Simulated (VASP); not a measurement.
# Sb (Cmmm) in VASP: notebook

Sb is run at these levels: PBEsol; tasks: single point.

Everything below comes from runs of VASP 6.6.1. Logs are shortened: lines on timing, memory, paths and dates and some standing lists are left out, and cuts for length are marked.

**1. The cell of the first run**

It takes space group Cmmm (No. 65, orthorhombic). The conventional cell has a = 4.335 Å, b = 4.603 Å, c = 3.160 Å, α = 90.00°, β = 90.00°, γ = 90.00°. Within 4.7 Å of Sb (site symmetry mmm) lie 18 Sb at 3.16 to 4.60 Å.

**2. Single point, PBEsol (strain -0.0600 x Voigt [0, 0, 0, 1, 0, 0])**

INCAR

```
SYSTEM = Sb
PREC = Accurate
ENCUT = 520
EDIFF = 1E-6
ISMEAR = 0
SIGMA = 0.15
LREAL = .False.
LASPH = .True.
NELM = 60
ALGO = Normal
ISIF = 2
LWAVE = .False.
LCHARG = .False.
GGA = PS
NBANDS = 8
```

KPOINTS

```
Automatic mesh
0
Gamma
  16 16 16
  0 0 0
```

POSCAR

```
Sb
1.0
    3.1600000000      0.0000000000      0.0000000000
    0.0000000000      3.1600000000     -0.0948000000
    0.0000000000     -0.0948000000      3.1600000000
Sb
1
Direct
    0.0000000000      0.0000000000      0.0000000000
```

Potentials or basis: VASP PAW PBE potentials, release 64 (Sb).

Command:

```console
> cat potpaw_PBE.64/Sb/POTCAR > POTCAR
> mpirun -np 1 vasp_std > vasp.out
```

OUTCAR:

```text
SYSTEM = Sb
   PREC = Accurate
   ENCUT = 520
   EDIFF = 1E-6
   ISMEAR = 0
   LREAL = .False.
   LASPH = .True.
   NELM = 60
   ISIF = 2
   GGA = PS

 ion  position               nearest neighbor table
   1  0.000  0.000  0.000-

  LATTYP: Found a base centered orthorhombic cell.
 ALAT       =     4.3348474114
 B/A-ratio  =     1.0618556701
 C/A-ratio  =     0.7289760631

  Lattice vectors:

 A1 = (   0.0000000000,   3.1600000000,  -0.0948000000)
 A2 = (   0.0000000000,  -0.0948000000,   3.1600000000)
 A3 = (   3.1600000000,   0.0000000000,   0.0000000000)

Analysis of symmetry for initial positions (statically):
=====================================================================
 Subroutine PRICEL returns:
 Original cell was already a primitive cell.

 Routine SETGRP: Setting up the symmetry group for a
 base centered orthorhombic supercell.

 Subroutine GETGRP returns: Found  8 space group operations
 (whereof  8 operations were pure point group operations)
 out of a pool of  8 trial point group operations.

The static configuration has the point symmetry D_2h.

Analysis of symmetry for dynamics (positions and initial velocities):
=====================================================================
 Subroutine PRICEL returns:
 Original cell was already a primitive cell.

 Routine SETGRP: Setting up the symmetry group for a
 base centered orthorhombic supercell.

 Subroutine GETGRP returns: Found  8 space group operations
 (whereof  8 operations were pure point group operations)
 out of a pool of  8 trial point group operations.

The dynamic configuration has the point symmetry D_2h.

 Subroutine INISYM returns: Found  8 space group operations
 (whereof  8 operations are pure point group operations),
 and found     1 'primitive' translations

----------------------------------------------------------------------------------------

                                     Primitive cell

  volume of cell :      31.5261

  direct lattice vectors                    reciprocal lattice vectors
     3.160000000  0.000000000  0.000000000     0.316455696  0.000000000  0.000000000
     0.000000000  3.160000000 -0.094800000     0.000000000  0.316740763  0.009502223
     0.000000000 -0.094800000  3.160000000     0.000000000  0.009502223  0.316740763

  length of vectors
     3.160000000  3.161421680  3.161421680     0.316455696  0.316883264  0.316883264

  position of ions in fractional coordinates (direct lattice)
     0.000000000  0.000000000  0.000000000
[... 79 lines left out ...]
   NSW    =      0    number of steps for IOM
   IBRION =     -1    ionic relax: 0-MD 1-quasi-New 2-CG
   NFREE  =      0    steps in history (QN), initial steepest desc. (CG)
   ISIF   =      2    stress and relaxation
   ISYM   =      2    0-nonsym 1-usesym 2-fastsym
   POTIM  = 0.5000    time-step for ionic-motion
   TEBEG  =    0.0;   TEEND  =   0.0 temperature during run
   PSTRESS=    0.0 pullay stress
   NELECT =       5.0000    total number of electrons
   NUPDOWN=      -1.0000    fix difference up-down
   EMIN   =  10.00;   EMAX   =-10.00  energy-range for DOS
   EFERMI =   0.00;   METHOD = LEGACY
   ISMEAR =     0;   SIGMA  =   0.15  broadening in eV -4-tet -1-fermi 0-gaus
   EFERMI_NEDOS =   21; number of points for ismear=-14 and -15
   IALGO  =     38    algorithm
   IMIX   =      4    mixing-type and parameters
     AMIX     =   0.40;   BMIX     =  1.00
     AMIX_MAG =   1.60;   BMIX_MAG =  1.00
  volume/ion in A,a.u.               =      31.53       212.75
  Fermi-wavevector in a.u.,A,eV,Ry     =   0.886152  1.674584 10.684178  0.785265
  Thomas-Fermi vector in A             =   2.007280
   LORBIT       =      0    0 simple, 1 ext, 2 COOP (PROOUT), +10 PAW based schemes
   GGA     = PS    functional components
   LHFCALC =     F    Hartree Fock is set to
   AEXX    =    0.0000 exact exchange contribution
   IVDW    =     0    specifies the selected vdW correction
   LEPSILON=     F    determine dielectric tensor
   LRPA    =     F    only Hartree local field effects (RPA)
 non-spin polarized calculation
 Gauss-broadening in eV      SIGMA  =   0.15
  energy-cutoff  :      520.00
  volume of cell :       31.53
 maximum number of plane-waves:       868
 NGX is ok and might be reduce to    24
   NGX = 11   NGY = 11   NGZ = 11

 number of electron       5.0000001 magnetization

 Free energy of the ion-electron system (eV)
  ---------------------------------------------------
  ext. energy  EPLUGINS =         0.00000000
  ---------------------------------------------------
  free energy    TOTEN  =        -4.48437274 eV

  energy without entropy =       -4.47819305  energy(sigma->0) =       -4.48128290

 E-fermi :   6.2983     XC(G=0):  -9.5253

 val. band max:        6.2954816119   @ k =   0.5000  -0.3125   0.3125
 cond. band min:       6.3039793308   @ k =   0.3750   0.2500   0.1875
 fundamental gap:      0.0084977189
 Fermi energy:         6.2982563849

 k-point     1 :       0.0000    0.0000    0.0000
  band No.  band energies     occupation
      1      -5.6762      2.00000
      2       9.3177      0.00000
      3       9.4240      0.00000
      4       9.5836      0.00000
      5      13.2037      0.00000
      6      13.2399      0.00000
      7      14.1208      0.00000
      8      23.4486      0.00000
[... 243 lines left out ...]
 k-point    24 :       0.3125    0.1250    0.0000
  band No.  band energies     occupation
      1      -4.2181      2.00000
      2       3.3905      2.00000
      3       8.5294      0.00000
      4      10.7695      0.00000
      5      14.7578      0.00000
      6      15.7904      0.00000
      7      17.5707      0.00000
      8      19.2067      0.00000

 [... further k-points ...]

------------------------ aborting loop because EDIFF is reached ----------------------------------------

  FORCE on cell =-STRESS in cart. coord.  units (eV):
  Direction    XX          YY          ZZ          XY          YZ          ZX
  --------------------------------------------------------------------------------------
  -------------------------------------------------------------------------------------
  Total       -0.9547476     -0.9542017     -0.9542017      0.0000000      0.1689532      0.0000000
  in kB      -48.5209100    -48.4931691    -48.4931691      0.0000000      8.5863145      0.0000000
  external PRESSURE =     -48.5024161 kB  Pullay stress =       0.0000000 kB

 VOLUME and BASIS-vectors are now :
 -----------------------------------------------------------------------------
  energy-cutoff  :      520.00
  volume of cell :       31.53
      direct lattice vectors                 reciprocal lattice vectors
     3.160000000  0.000000000  0.000000000     0.316455696  0.000000000  0.000000000
     0.000000000  3.160000000 -0.094800000     0.000000000  0.316740763  0.009502223
     0.000000000 -0.094800000  3.160000000     0.000000000  0.009502223  0.316740763

 POSITION                                       TOTAL-FORCE (eV/Angst)
 -----------------------------------------------------------------------------------
      0.00000      0.00000      0.00000         0.000000      0.000000      0.000000
 -----------------------------------------------------------------------------------
    total drift:                               -0.000000      0.000000      0.000000

  FREE ENERGIE OF THE ION-ELECTRON SYSTEM (eV)
  ---------------------------------------------------
  free  energy   TOTEN  =        -4.4843727416 eV

  energy  without entropy=       -4.4781930503  energy(sigma->0) =       -4.48128290
```

stdout:

```text
POSCAR found type information on POSCAR Sb
 POSCAR found :  1 types and       1 ions
 scaLAPACK will be used
 -----------------------------------------------------------------------------
|                                                                             |
|                                                                             |
|     You enforced a specific xc type in the INCAR file but a different       |
|     I HOPE YOU KNOW WHAT YOU ARE DOING!                                     |
|                                                                             |
 -----------------------------------------------------------------------------

 LDA part: xc-table for (Slater+PW92), standard interpolation
 POSCAR, INCAR and KPOINTS ok, starting setup
 FFT: planning ... GRIDC
 FFT: planning ... GRID_SOFT
 FFT: planning ... GRID
 WAVECAR not read
 entering main loop
```

Run time: 97 s. Hardware: 1 thread of AMD EPYC 7R13, shared host; peak memory 0.24 GiB.

What came out:

- Free energy: -4.4844 eV
- Pressure: -4.9 GPa
- Band gap on the k mesh: zero (an odd number of electrons rules out a gap without spin polarisation)

Levels at points of the mesh, in eV from the Fermi level:
```csv
k point,band 1,band 2,band 3,band 4,band 5,band 6,band 7,band 8
"(0.00, 0.00, 0.00)",-11.97,3.02,3.13,3.29,6.91,6.94,7.82,17.15
"(0.50, 0.00, 0.00)",-9.75,-5.21,4.85,5.12,8.95,10.38,11.09,11.23
"(0.00, 0.50, 0.00)",-9.74,-5.21,4.86,4.96,8.82,10.46,10.64,11.29
"(0.50, 0.50, 0.00)",-7.41,-3.28,-3.28,2.33,6.69,12.04,12.92,13.03
"(0.00, 0.50, 0.50)",-7.43,-3.59,-2.94,2.37,6.77,12.42,12.76,12.88
"(0.50, 0.50, 0.50)",-4.88,-1.79,-1.51,-1.15,4.55,4.94,5.28,7.00
```

Caveat: the cell differs from its parent crystal (strain -0.0600 x Voigt [0, 0, 0, 1, 0, 0]); the cell stands under tension; the PAW data sets were made with another functional, which shifts forces and pressure a little; spin-orbit coupling is left out, which moves the levels of the heavy elements.

[end of part 1 of 2]
